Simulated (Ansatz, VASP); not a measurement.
One calculation of ScSi3, two programs

File POSCAR:

```
ScSi3
1.0
    3.9655533451      0.0000000000      0.0000000000
    0.0000000000      3.9655533451      0.0000000000
    0.0000000000      0.0000000000      3.9655533451
Sc Si
1 3
Direct
    0.0000000000      0.0000000000      0.0000000000
    0.0000000000      0.5000000000      0.5000000000
    0.5000000000      0.5000000000      0.0000000000
    0.5000000000      0.0000000000      0.5000000000
```

Contents of INCAR.step1:

```
SYSTEM = ScSi3
PREC = Accurate ; ENCUT = 520
ISMEAR = 0 ; SIGMA = 0.05
LREAL = .False. ; LASPH = .True.
NELM = 80 ; NBANDS = 20
GGA = PE ; ALGO = Normal
EDIFF = 1E-4 ; LWAVE = .True.
LCHARG = .False.
```

File INCAR.step2:

```
SYSTEM = ScSi3
PREC = Accurate ; ENCUT = 520
EDIFF = 1E-6 ; ISMEAR = 0
SIGMA = 0.05 ; LREAL = .False.
LASPH = .True. ; NELM = 80
ALGO = Normal ; ISIF = 2
LWAVE = .False. ; LCHARG = .False.
METAGGA = R2SCAN ; LMIXTAU = .True.
NBANDS = 20 ; ISTART = 1
```

The input KPOINTS:

```
regular mesh
0
Gamma
  8 8 8
  0 0 0
```

Input for Ansatz:

```yaml
crystal:
  lattice:
    - [3.9655533451, 0.0, 0.0]
    - [0.0, 3.9655533451, 0.0]
    - [0.0, 0.0, 3.9655533451]
  atoms:
    - { symbol: Sc, position: [0.0, 0.0, 0.0] }
    - { symbol: Si, position: [0.0, 0.5, 0.5] }
    - { symbol: Si, position: [0.5, 0.5, 0.0] }
    - { symbol: Si, position: [0.5, 0.0, 0.5] }
basis:
  ecutwfc: 500
  ecutrho_ratio: 4
kpoints:
  mp_grid: { grid: [8, 8, 8] }
hamiltonian:
  xc: r2scan
scf:
  occupations: { method: gaussian, width: 0.05 }
output:
  forces: true
  stress: true
  eigenvalues: true
  populations: true
  write_density: true
  write_potential: true
  elf: true
  volumetric_format: npy
```

Alike in both runs: task single point; functional r2SCAN; k mesh 8 × 8 × 8; occupations gaussian, width 0.05 eV; no spin polarisation.

```csv
,VASP,Ansatz
version,VASP 6.6.1,Ansatz 0.2.0
potentials or method,"VASP PAW PBE potentials, release 64 (Sc_sv, Si), cutoff 520 eV","scalar-relativistic, plane waves, PAW"
valence electrons in the cell,23,23
```

VASP gave:

| Item | Value |
| --- | --- |
| gap on the k mesh at the Fermi level (eV) | none |
| pressure (GPa) | -0.9 |

**Question.** What did Ansatz give for the same quantities?

**Answer.** gap on the k mesh at the Fermi level (eV): none; pressure (GPa): -1.3.

VASP's potentials were made for PBE, not for r2SCAN. A gap of «none» marks a metal or a gap that the smearing closes.
